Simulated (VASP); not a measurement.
Wanted: the native input for a VASP 6.6.1 run.

```yaml
Task: single point
Functional: PBE
Potentials_or_basis: VASP PAW PBE potentials, release 64 (Zn, Cd, S)
Cutoff: 520 eV
k_mesh: 4 × 4 × 4
Occupations: gaussian, width 0.1 eV
Spin: no spin polarisation
Dipole_correction: no
Further_INCAR_settings: ALGO = Normal; EDIFF = 1e-06; NBANDS = 42
```

The structure of ZnCd4S lies in POSCAR:

```
ZnCd4S
1.0
    4.3634701400      0.0000000000      0.0000000000
    0.0000000000      4.3634701400      0.0000000000
    0.0000000000      0.0000000000      6.1783563000
Zn Cd S
1 4 1
Direct
    0.0000000000      0.0000000000      0.0000000000
    0.5000000000      0.0000000000      0.7458124800
    0.0000000000      0.5000000000      0.2541875200
    0.5000000000      0.0000000000      0.2541875200
    0.0000000000      0.5000000000      0.7458124800
    0.5000000000      0.5000000000      0.5000000000
```

The cell was built from a structure type or drawn by symmetry, and may not be a known phase.

The input as run:

INCAR

```
  PREC = Accurate
  ENCUT = 520
  EDIFF = 1E-6
  ISMEAR = 0
  SIGMA = 0.1
  LREAL = F
  LASPH = T
  NELM = 100
  ALGO = Normal
  ISIF = 2
  LWAVE = F
  LCHARG = F
  GGA = PE
  NBANDS = 42
```

KPOINTS

```
regular mesh
0
Gamma
  4 4 4
```

Potentials or basis: VASP PAW PBE potentials, release 64 (Zn, Cd, S).

Run with:

```console
$ cat potpaw_PBE.64/Zn/POTCAR potpaw_PBE.64/Cd/POTCAR potpaw_PBE.64/S/POTCAR > POTCAR
$ mpirun -np 1 vasp_std > vasp.out
```

Results of the run:

- Pressure: 13.3 GPa
- Largest force: 0.808 eV/Å
- Band gap on the k mesh: zero (bands 33 and 34 overlap by 0.56 eV)

Caveat: the cell stands under pressure; semilocal functionals underestimate gaps, so a narrow gap can read as zero.

Run time: 32 s on 1 thread of Intel(R) Xeon(R) 6975P-C (Granite Rapids), with other jobs on the host, peak memory 0.25 GiB.
